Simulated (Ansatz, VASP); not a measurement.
**TaN: VASP beside Ansatz**

INCAR

```
  PREC = Accurate
  ENCUT = 520
  EDIFF = 1E-8
  ISMEAR = -1
  SIGMA = 0.02
  LREAL = False
  LASPH = True
  NELM = 80
  ALGO = Normal
  ISIF = 2
  LWAVE = False
  LCHARG = False
  GGA = PE
  LEFG = True
  NBANDS = 15
```

KPOINTS

```
regular mesh
0
Gamma
  12 12 10
```

The input POSCAR:

```
TaN
1.0
    2.9379988584     -0.0440699829     -0.0440699829
   -1.5071651539      2.5664166391     -0.0161307333
   -0.0432450000     -0.0432450000      2.8830000000
Ta N
1 1
Direct
    0.3333333333      0.6666666667      0.5000000000
    0.0000000000      0.0000000000      0.0000000000
```

Input for Ansatz:

```yaml
crystal:
  lattice:
    - [2.9379988584, -0.0440699829, -0.0440699829]
    - [-1.5071651539, 2.5664166391, -0.0161307333]
    - [-0.043245, -0.043245, 2.883]
  atoms:
    - { symbol: Ta, position: [0.3333333333, 0.6666666667, 0.5] }
    - { symbol: "N", position: [0.0, 0.0, 0.0] }
kpoints:
  mp_grid: { grid: [12, 12, 10] }
scf:
  occupations: { method: fermi_dirac, width: 0.02 }
hamiltonian:
  xc: pbe
  pseudopotentials: { kind: paw }
output:
  forces: true
  stress: true
  eigenvalues: true
  efg: { contact_densities: true }
```

Change from the starting cell: equal xy, yz and zx shear strains of -3 %, PAW files.

Alike in both runs: task electric field gradients; functional PBE; k mesh 12 × 12 × 10; occupations fermi-dirac, width 0.02 eV; no spin polarisation.

|  | VASP | Ansatz |
| --- | --- | --- |
| version | VASP 6.6.1 | Ansatz 0.2.0 |
| potentials or method | VASP PAW PBE potentials, release 64 (Ta_pv, N) | PAW with Ansatz's default frozen-core files, scalar-relativistic |
| plane-wave cutoff (eV) | 520 | 420 |
| valence electrons in the cell | 16 | 18 |

```tsv
	VASP	Ansatz	Ansatz less VASP
pressure (GPa)	6.4	5.7	-0.72
traceless stress, the component that is largest in VASP (GPa)	7.77	7.71	-0.053
rms of the force components (eV/Å)	0.069	0.066	-0.0023
size of Vzz on the site where it differs most (V/Å²)	114.7	129.0	+14.25
```

Atom by atom the forces differ by 0.002 eV/Å (rms over components). The functional is the same, so the differences come from potentials, cutoffs and numerics. VASP's potentials hold 16 valence electrons a cell and Ansatz's 18, so a difference there can come from the potentials and not from the codes.

Neither program's run includes spin-orbit coupling.
